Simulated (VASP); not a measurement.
Crystal: ZnRe.

```
CELL_PARAMETERS angstrom
2.74822 0.00000 0.00000
-1.37411 2.38003 0.00000
0.00000 0.00000 4.49407
ATOMIC_POSITIONS crystal
Re 0.33333 0.66667 0.50000
Zn 0.00000 0.00000 0.00000
```

| Property | Result |
| --- | --- |
| Program | VASP 6.6.1 |
| Task | relaxation of cell and atoms |
| Functional | PBE |
| Dispersion | D4 |
| Potentials or basis | VASP PAW PBE potentials, release 64 (Re, Zn) |
| Cutoff | 600 eV |
| k mesh | 11 × 11 × 6 |
| Occupations | fermi-dirac, width 0.05 eV |
| Spin | no spin polarisation |

At the start: pressure -7.1 GPa; volume 14.70 Å³/atom.

Task: Where does the relaxation end?

Result: Over 6 steps the energy falls by 10.7 meV/atom and the volume is 14.23 Å³/atom (-3.2 %); space group P-6m2 (No. 187, to 0.05 Å).

The path:
```
step  energy change (eV)  largest force (eV/Å)  pressure (GPa)  volume (Å³)
   1              0.0000                0.0000           -7.07        29.39
   2              0.0696                0.0000           17.65        26.72
   3             -0.0209                0.0000           -0.19        28.49
   4             -0.0209                0.0000            0.12        28.47
   5             -0.0214                0.0000            0.07        28.45
   6             -0.0214                0.0000            0.05        28.45
```

Final structure:
```
Re Zn
1.0
     2.72376    0.00000    0.00000
    -1.36188    2.35885    0.00000
     0.00000    0.00000    4.42813
Re Zn
1 1
Direct
  0.33333 0.66667 0.50000
  0.00000 0.00000 0.00000
```

Caveat: pairwise dispersion overbinds metals, which lowers pressure and volume.
